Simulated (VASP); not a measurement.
The system is Al2Cu.

```
Al Cu
1.0
     2.87607   -0.02818    0.01078
    -0.05637    5.65385    0.10928
     0.02211    0.11204    5.76246
Al Cu
4 2
Direct
  0.50524 0.24385 0.72552
  0.48068 0.75559 0.71840
  0.50262 0.24348 0.26817
  0.47781 0.75306 0.28179
  0.00272 0.49893 0.00138
  0.03091 0.00508 0.00475
```

* Program: VASP 6.6.1
* Task: relaxation of cell and atoms
* Functional: PBE
* Potentials or basis: VASP PAW PBE potentials, release 64 (Al, Cu)
* Cutoff: 600 eV
* k mesh: 8 × 4 × 4
* Occupations: gaussian, width 0.2 eV
* Spin: no spin polarisation

At the start: pressure 1.6 GPa; volume 15.61 Å³/atom.

Question: Where does the relaxation end?

Answer: Over 14 steps the energy falls by 29.2 meV/atom and the volume is 15.72 Å³/atom (+0.7 %); space group P1 (No. 1, to 0.1 Å) before, P4/mmm (No. 123, to 0.1 Å).

The path:
```tsv
step	energy change (eV)	largest force (eV/Å)	pressure (GPa)	volume (Å³)
1	0.0000	0.7247	1.56	93.66
2	-0.1382	0.3651	-0.81	95.70
3	-0.1453	0.2864	-1.74	96.34
4	-0.1659	0.1858	0.25	94.17
5	-0.1659	0.1831	0.18	94.12
6	-0.1709	0.1131	0.12	94.16
7	-0.1720	0.0954	0.12	94.19
8	-0.1735	0.0617	-0.09	94.40
9	-0.1737	0.0438	-0.23	94.51
10	-0.1746	0.0428	-0.02	94.22
11	-0.1746	0.0445	0.03	94.13
12	-0.1750	0.0265	0.12	94.13
13	-0.1750	0.0279	0.10	94.13
14	-0.1753	0.0243	-0.05	94.30
```

Final structure:
```yaml
crystal:
  lattice:
    - [2.82903, 0.00036, 0.00213]
    - [0.00026, 5.65994, 0.01200]
    - [0.00412, 0.01016, 5.88960]
  atoms:
    - { symbol: Al, position: [0.50318, 0.25189, 0.72129] }
    - { symbol: Al, position: [0.49996, 0.75182, 0.72138] }
    - { symbol: Al, position: [0.50014, 0.24815, 0.27868] }
    - { symbol: Al, position: [0.49710, 0.74822, 0.27856] }
    - { symbol: Cu, position: [0.00026, 0.49997, 0.00010] }
    - { symbol: Cu, position: [0.99936, 0.99995, 0.99999] }
```
